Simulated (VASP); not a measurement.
A run of VASP 6.6.1 is set up as follows.

Contents of POSCAR:

```
GaP
1.0
    0.0000000000      2.7252500000      2.7252500000
    2.7252500000      0.0000000000      2.7252500000
    2.7252500000      2.7252500000      0.0000000000
Ga P
1 1
Direct
    0.0000000000      0.0000000000      0.0000000000
    0.7500000000      0.7500000000      0.7500000000
```

The input INCAR.step1:

```
SYSTEM = GaP
  PREC = Accurate
  ENCUT = 550
  ISMEAR = 0
  SIGMA = 0.01
  LREAL = .False.
  LASPH = .True.
  NELM = 120
  NBANDS = 16
  GGA = PE
  ALGO = Normal
  EDIFF = 1E-5
  LWAVE = .True.
  LCHARG = .False.
  GGA_COMPAT = .False.
```

INCAR.step2

```
SYSTEM = GaP
  PREC = Accurate
  ENCUT = 550
  EDIFF = 1E-6
  ISMEAR = 0
  SIGMA = 0.01
  LREAL = .False.
  LASPH = .True.
  NELM = 120
  ALGO = Normal
  ISIF = 2
  LWAVE = .False.
  LCHARG = .False.
  METAGGA = R2SCAN
  LMIXTAU = .True.
  NBANDS = 16
  ISTART = 1
  GGA_COMPAT = .False.
```

Contents of KPOINTS:

```
regular mesh
0
Gamma
  5 5 5
  0 0 0
```

Potentials or basis: VASP PAW PBE potentials, release 64 (Ga_d, P).

Run with:

```sh
$ cat potpaw_PBE.64/Ga_d/POTCAR potpaw_PBE.64/P/POTCAR > POTCAR
$ cp INCAR.step1 INCAR
$ mpirun -np 1 vasp_std > vasp.out
$ cp INCAR.step2 INCAR
$ mpirun -np 1 vasp_std > vasp.out
```

Question: Estimate the pressure.

Answer: 0.1 GPa.

Question: Estimate the band gap on the k mesh.

Answer: 1.85 eV (least direct gap 2.34 eV).

Caveat: the PAW data sets were made with another functional, which shifts forces and pressure a little; an odd mesh through Γ misses points on the zone boundary, where band edges can lie.

**The experiment to reproduce.**

From “Stacking defects in GaP nanowires: Electronic structure and optical properties”, 2018, arxiv:1810.01194, for a bulk crystal of GaP at 10 K: band gap 2.34 eV (indirect).

Against the measured gap of GaP, 2.34 eV (indirect; 10 K; quoted in “Stacking defects in GaP nanowires: Electronic structure and optical properties”, 2018, arxiv:1810.01194), the calculated 1.85 eV is off by -0.49 eV. Spin-orbit coupling on Ga is left out. The value is that of r2SCAN on a finite k mesh, which can miss the band edges, without temperature or zero-point motion.
